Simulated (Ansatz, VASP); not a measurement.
# One calculation of B2Pt2Cl, two programs

Contents of INCAR:

```
PREC = Accurate
ENCUT = 520
EDIFF = 1E-7
ISMEAR = 0
SIGMA = 0.1
LREAL = False
LASPH = True
NELM = 150
ALGO = Normal
ISIF = 2
LWAVE = False
LCHARG = True
ISPIN = 2
MAGMOM = 0 0 1 1 0
LORBIT = 11
LMAXMIX = 4
GGA = PE
LELF = True
LVHAR = True
NBANDS = 28
```

File KPOINTS:

```
Automatic mesh
0
Gamma
  4 4 4
```

File POSCAR:

```
B2Pt2Cl
1.0
    3.7895125459      0.0000000000      0.0000000000
    0.0000000000      3.7895125459      0.0000000000
    0.0000000000      0.0000000000      7.1870316363
B Pt Cl
2 2 1
Direct
    0.5000000000      0.0000000000      0.3217836880
    0.0000000000      0.5000000000      0.3217836880
    0.5000000000      0.0000000000      0.5810733045
    0.0000000000      0.5000000000      0.5810733045
    0.0000000000      0.0000000000      0.8676900950
```

Input for Ansatz:

```yaml
crystal:
  lattice:
    - [3.7895125459, 0.0, 0.0]
    - [0.0, 3.7895125459, 0.0]
    - [0.0, 0.0, 7.1870316363]
  atoms:
    - { symbol: B, position: [0.5, 0.0, 0.321783688] }
    - { symbol: B, position: [0.0, 0.5, 0.321783688] }
    - { symbol: Pt, position: [0.5, 0.0, 0.5810733045], spin: 1.0 }
    - { symbol: Pt, position: [0.0, 0.5, 0.5810733045], spin: 1.0 }
    - { symbol: Cl, position: [0.0, 0.0, 0.867690095] }
basis:
  ecutwfc: 420
kpoints:
  mp_grid: { grid: [4, 4, 4] }
hamiltonian:
  xc: pbe
scf:
  occupations: { method: gaussian, width: 0.1 }
  lower_state_search: "off"
output:
  forces: true
  stress: true
  eigenvalues: true
  populations: true
magnetization:
  spin_polarized: true
```

Alike in both runs: task single point; functional PBE; k mesh 4 × 4 × 4; occupations gaussian, width 0.1 eV; collinear spin.

```csv
,VASP,Ansatz
version,VASP 6.6.1,Ansatz 0.2.0
potentials or method,"VASP PAW PBE potentials, release 64 (B, Pt, Cl), cutoff 520 eV","scalar-relativistic, plane waves, PAW"
valence electrons in the cell,33,49
```

VASP gave:

- gap on the k mesh at the Fermi level (eV): none
- pressure (GPa): -0.1
- traceless stress, the component that is largest in VASP (GPa): 0.37
- rms of the force components (eV/Å): 0.049
- net moment per atom (μB): 0.00

Question: Estimate Ansatz's values.

Answer: gap on the k mesh at the Fermi level (eV): none; pressure (GPa): -0.1; traceless stress, the component that is largest in VASP (GPa): -0.16; rms of the force components (eV/Å): 0.016; net moment per atom (μB): 0.00.

Atom by atom the forces differ by 0.065 eV/Å (rms over components). A gap of «none» marks a metal or a gap that the smearing closes. VASP's potentials hold 33 valence electrons a cell and Ansatz's 49, so a difference there can come from the potentials and not from the codes. Ansatz's warnings: seeded moment not kept.

The k mesh is coarse, so the values compare programs but aren't converged. Spin-orbit coupling is off throughout.
